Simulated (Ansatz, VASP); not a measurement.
## One calculation of SiC16, two programs

The input INCAR:

```
  ALGO = Normal
  DIPOL = 0.5 0.5 0.309
  EDIFF = 1E-6
  ENCUT = 520
  GGA = PE
  IDIPOL = 3
  ISIF = 2
  ISMEAR = 0
  ISPIN = 2
  IVDW = 12
  LASPH = True
  LCHARG = True
  LDIPOL = True
  LELF = True
  LORBIT = 11
  LREAL = Auto
  LVACPOTAV = True
  LVHAR = True
  LWAVE = False
  MAGMOM = 0 0 0 0 0 0 0 0 0 0 0 0 0 0 0 0 2
  NBANDS = 52
  NELM = 150
  PREC = Accurate
  SIGMA = 0.05
```

File KPOINTS:

```
k-points
0
Gamma
  6 6 1
```

The input POSCAR:

```
SiC16
1.0
    4.9298676323      0.0000000000      0.0000000000
    0.0000000000      4.4224271195      0.0000000000
    0.0000000000      0.0000000000     22.6937497910
C Si
16 1
Direct
    0.2500000000      0.4155274488      0.1762599851
    0.7500000000      0.4155274488      0.1762599851
    0.0000000000      0.5195584910      0.2001803947
    0.5000000000      0.5195584910      0.2001803947
    0.0000000000      0.7272227621      0.2480852155
    0.5000000000      0.7272227621      0.2480852155
    0.2500000000      0.8312538043      0.2720056251
    0.7500000000      0.8312538043      0.2720056251
    0.2500000000      0.0442051686      0.3198734326
    0.7500000000      0.0442051686      0.3198734326
    0.0000000000      0.1500808487      0.3425973485
    0.5000000000      0.1500808487      0.3425973485
    0.0000000000      0.3779776253      0.3900566375
    0.5000000000      0.3779776253      0.3900566375
    0.2500000000      0.4764186278      0.4095290499
    0.7500000000      0.4764186278      0.4095290499
    0.5000000000      0.8097519612      0.5329110395
```

Input for Ansatz:

```yaml
crystal:
  lattice:
    - [4.9298676323, 0.0, 0.0]
    - [0.0, 4.4224271195, 0.0]
    - [0.0, 0.0, 22.693749791]
  atoms:
    - { symbol: C, position: [0.25, 0.4155274488, 0.1762599851] }
    - { symbol: C, position: [0.75, 0.4155274488, 0.1762599851] }
    - { symbol: C, position: [0.0, 0.519558491, 0.2001803947] }
    - { symbol: C, position: [0.5, 0.519558491, 0.2001803947] }
    - { symbol: C, position: [0.0, 0.7272227621, 0.2480852155] }
    - { symbol: C, position: [0.5, 0.7272227621, 0.2480852155] }
    - { symbol: C, position: [0.25, 0.8312538043, 0.2720056251] }
    - { symbol: C, position: [0.75, 0.8312538043, 0.2720056251] }
    - { symbol: C, position: [0.25, 0.0442051686, 0.3198734326] }
    - { symbol: C, position: [0.75, 0.0442051686, 0.3198734326] }
    - { symbol: C, position: [0.0, 0.1500808487, 0.3425973485] }
    - { symbol: C, position: [0.5, 0.1500808487, 0.3425973485] }
    - { symbol: C, position: [0.0, 0.3779776253, 0.3900566375] }
    - { symbol: C, position: [0.5, 0.3779776253, 0.3900566375] }
    - { symbol: C, position: [0.25, 0.4764186278, 0.4095290499] }
    - { symbol: C, position: [0.75, 0.4764186278, 0.4095290499] }
    - { symbol: Si, position: [0.5, 0.8097519612, 0.5329110395], spin: 2.0 }
basis:
  ecutwfc: 420
kpoints:
  mp_grid: { grid: [6, 6, 1] }
hamiltonian:
  xc: pbe
  pseudopotentials: { kind: paw, azcp: { folder: soft_1 } }
  dispersion: d3bj
scf:
  occupations: { method: gaussian, width: 0.05 }
output:
  forces: true
  eigenvalues: true
  populations: true
magnetization:
  spin_polarized: true
efield:
  axis: 3
  dipole_correction: true
  ramp_width: 0.04
```

Alike in both runs: task single point; functional PBE; dispersion D3(BJ); k mesh 6 × 6 × 1; occupations gaussian, width 0.05 eV; collinear spin.

```csv
,VASP,Ansatz
version,VASP 6.6.1,Ansatz 0.2.0
potentials or method,"VASP PAW PBE potentials, release 64 (C, Si), cutoff 520 eV","scalar-relativistic, plane waves, PAW"
valence electrons in the cell,68,68
```

|  | VASP | Ansatz | Ansatz less VASP |
| --- | --- | --- | --- |
| gap on the k mesh at the Fermi level (eV) | none | none | - |
| rms of the force components (eV/Å) | 0.985 | 1.052 | +0.0666 |
| net moment per atom (μB) | 0.03 | 0.12 | +0.089 |
| size of the moment on the site where the two differ most (μB) | 0.39 | 0.85 | +0.460 |
| work function, face that differs most (eV) | 6.22 | 4.87 | -1.349 |

Site moments also hang on the region over which each program counts them. Atom by atom the forces differ by 0.120 eV/Å (rms over components). A gap of «none» marks a metal or a gap that the smearing closes.
